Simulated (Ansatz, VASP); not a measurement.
**BN in VASP and in Ansatz**

INCAR

```
PREC = Accurate
ENCUT = 520
EDIFF = 1E-6
ISMEAR = 0
SIGMA = 0.05
LREAL = F
LASPH = T
NELM = 100
ALGO = Normal
ISIF = 2
LWAVE = F
LCHARG = F
GGA = PS
NBANDS = 26
```

The input KPOINTS:

```
regular mesh
0
Gamma
  6 6 10
```

File POSCAR:

```
BN
1.0
    4.5302000000      0.0000000000      0.0000000000
    0.0000000000      4.5302000000      0.0000000000
    0.0000000000      0.0000000000      2.3858000000
B N
4 4
Direct
    0.1741337327      0.8258662673      0.5000000000
    0.3258662673      0.3258662673      0.0000000000
    0.6741337327      0.6741337327      0.0000000000
    0.8258662673      0.1741337327      0.5000000000
    0.8123909516      0.8123909516      0.5000000000
    0.3123909516      0.6876090484      0.0000000000
    0.6876090484      0.3123909516      0.0000000000
    0.1876090484      0.1876090484      0.5000000000
```

Input for Ansatz:

```yaml
crystal:
  lattice:
    - [4.5302, 0.0, 0.0]
    - [0.0, 4.5302, 0.0]
    - [0.0, 0.0, 2.3858]
  atoms:
    - { symbol: B, position: [0.1741337327, 0.8258662673, 0.5] }
    - { symbol: B, position: [0.3258662673, 0.3258662673, 0.0] }
    - { symbol: B, position: [0.6741337327, 0.6741337327, 0.0] }
    - { symbol: B, position: [0.8258662673, 0.1741337327, 0.5] }
    - { symbol: "N", position: [0.8123909516, 0.8123909516, 0.5] }
    - { symbol: "N", position: [0.3123909516, 0.6876090484, 0.0] }
    - { symbol: "N", position: [0.6876090484, 0.3123909516, 0.0] }
    - { symbol: "N", position: [0.1876090484, 0.1876090484, 0.5] }
basis:
  ecutwfc: 520.0
kpoints:
  mp_grid: { grid: [6, 6, 10] }
hamiltonian:
  xc: pbesol
  pseudopotentials: { kind: paw, azcp: { folder: soft_1 } }
scf:
  occupations: { method: gaussian, width: 0.05 }
output:
  forces: true
  stress: true
  eigenvalues: true
```

Alike in both runs: task single point; functional PBEsol; k mesh 6 × 6 × 10; occupations gaussian, width 0.05 eV; no spin polarisation.

```csv
,VASP,Ansatz
version,VASP 6.6.1,Ansatz 0.2.0
potentials or method,"VASP PAW PBE potentials, release 64 (B, N), cutoff 520 eV","scalar-relativistic, plane waves, PAW"
valence electrons in the cell,32,32
```

```csv
,VASP,Ansatz,Ansatz less VASP
gap on the k mesh at the Fermi level (eV),4.40,4.41,+0.012
least direct gap on the mesh (eV),5.70,5.71,+0.011
pressure (GPa),7.6,6.9,-0.71
"traceless stress, the component that is largest in VASP (GPa)",56.39,55.87,-0.521
rms of the force components (eV/Å),0.363,0.347,-0.0163
```

VASP's potentials were made for PBE, not for PBEsol, and Ansatz warns of the same on its side. Atom by atom the forces differ by 0.019 eV/Å (rms over components).
